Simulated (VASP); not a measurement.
**GaAs (dsol): relaxation of cell and atoms with PBEsol**

Crystal: GaAs (dsol).

```
CELL_PARAMETERS angstrom
0.00000 2.82976 2.82976
2.82976 0.00000 2.82976
2.82976 2.82976 0.00000
ATOMIC_POSITIONS crystal
Ga 0.00000 0.00000 0.00000
As 0.75000 0.75000 0.75000
```

```yaml
Program: VASP 6.6.1
Task: relaxation of cell and atoms
Functional: PBEsol
Potentials_or_basis: VASP PAW PBE potentials, release 64 (Ga_d, As)
Cutoff: 600 eV
k_mesh: 12 × 12 × 12
Occupations: gaussian, width 0.01 eV
Spin: no spin polarisation
Dipole_correction: no
Further_INCAR_settings: ALGO = Normal; EDIFF = 1e-06; IBRION = 2; EDIFFG = -0.001; NSW = 80; ISIF = 3
```

The relaxed volume is 22.70 Å³/atom. The relaxed cell is a = 4.004 Å, b = 4.004 Å, c = 4.004 Å, α = 60.00°, β = 60.00°, γ = 60.00° and the space group after relaxing (to 0.05 Å) is F-43m (No. 216). The energy gained by relaxing is 0.0 meV/atom and the ionic steps are 22. The pressure after relaxing is 0.0 GPa. The band gap on the k mesh is 0.42 eV, direct.

Final structure:
```
Ga As
1.0
     0.00000    2.83154    2.83154
     2.83154    0.00000    2.83154
     2.83154    2.83154    0.00000
Ga As
1 1
Cartesian
  0.0000 0.0000 0.0000
  4.2473 4.2473 4.2473
```

Levels at points of the mesh, in eV from the valence-band top:
| k point | band 7 | band 8 | band 9 | band 10 | band 11 | band 12 |
| --- | --- | --- | --- | --- | --- | --- |
| (0.00, 0.00, 0.00) | 0.00 | 0.00 | 0.00 | 0.42 | 3.69 | 3.69 |
| (0.50, 0.00, 0.00) | -6.65 | -1.14 | -1.14 | 0.92 | 4.58 | 4.58 |
| (0.50, 0.50, 0.00) | -6.83 | -2.68 | -2.68 | 1.36 | 1.58 | 10.09 |

Wall time 3.6 min on 1 thread of Intel(R) Xeon(R) Platinum 8259CL CPU @ 2.50GHz (Skylake/Cascade Lake), with other jobs on the host, peak memory 0.22 GiB.

Caveat: the PAW data sets were made with another functional, which shifts forces and pressure a little. A k mesh can miss the band edges.
